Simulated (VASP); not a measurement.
Input of a VASP 6.6.1 run:

File INCAR:

```
SYSTEM = MgO
  PREC = Accurate
  ENCUT = 520
  EDIFF = 1E-7
  ISMEAR = 0
  SIGMA = 0.05
  LREAL = .FALSE.
  LASPH = .TRUE.
  NELM = 100
  ALGO = Normal
  ISIF = 2
  LWAVE = .FALSE.
  LCHARG = .FALSE.
  GGA = PS
  NBANDS = 16
```

The input KPOINTS:

```
regular mesh
0
G
  9 9 6
  0 0 0
```

Contents of POSCAR:

```
MgO
1.0
    3.6170832098      0.0000000000      0.0000000000
   -1.8085416049      3.1324859473      0.0000000000
    0.0000000000      0.0000000000      3.9010833038
Mg O
2 2
Direct
    0.6666666667      0.3333333333      0.7500000000
    0.3333333333      0.6666666667      0.2500000000
    0.6666666667      0.3333333333      0.2500000000
    0.3333333333      0.6666666667      0.7500000000
```

Potentials or basis: VASP PAW PBE potentials, release 64 (Mg, O).

The run is started by

```console
$ cat potpaw_PBE.64/Mg/POTCAR potpaw_PBE.64/O/POTCAR > POTCAR
$ mpirun -np 1 vasp_std > vasp.out
```

(1) Estimate the pressure.

(2) Estimate the band gap on the k mesh.

Answers

(1) 4.2 GPa.

(2) 3.41 eV, direct.

Caveat: the cell differs from its parent crystal (mode 5 frozen in at +0.000 Å, strain +e along z and -e/2 along x and y -0.0700); the PAW data sets were made with another functional, which shifts forces and pressure a little.
